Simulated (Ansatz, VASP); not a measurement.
# PbSe: VASP beside Ansatz

```
Pb Se
1.0
     0.00000    3.10890    3.10890
     3.10890    0.00000    3.10890
     3.10890    3.10890    0.00000
Pb Se
1 1
Direct
  0.00000 0.00000 0.00000
  0.50000 0.50000 0.50000
```

Alike in both runs: functional PBE; k mesh 10 × 10 × 10; occupations gaussian, width 0.01 eV; no spin polarisation.

Ansatz relaxed the structure, and its values are those at the end. VASP's run is a single point on that final structure, the one shown.

```csv
,VASP,Ansatz
version,VASP 6.6.1,Ansatz 0.2.0
potentials or method,"VASP PAW PBE potentials, release 64 (Pb_d, Se), cutoff 500 eV","scalar-relativistic, plane waves, PAW"
valence electrons in the cell,20,30
```

```tsv
	VASP	Ansatz	Ansatz less VASP
gap on the k mesh at the Fermi level (eV)	0.44	0.44	+0.003
least direct gap on the mesh (eV)	0.44	0.44	+0.003
pressure (GPa)	0.0	0.0	+0.02
```

VASP's potentials hold 20 valence electrons a cell and Ansatz's 30, so a difference there can come from the potentials and not from the codes.

Spin-orbit coupling is off throughout.
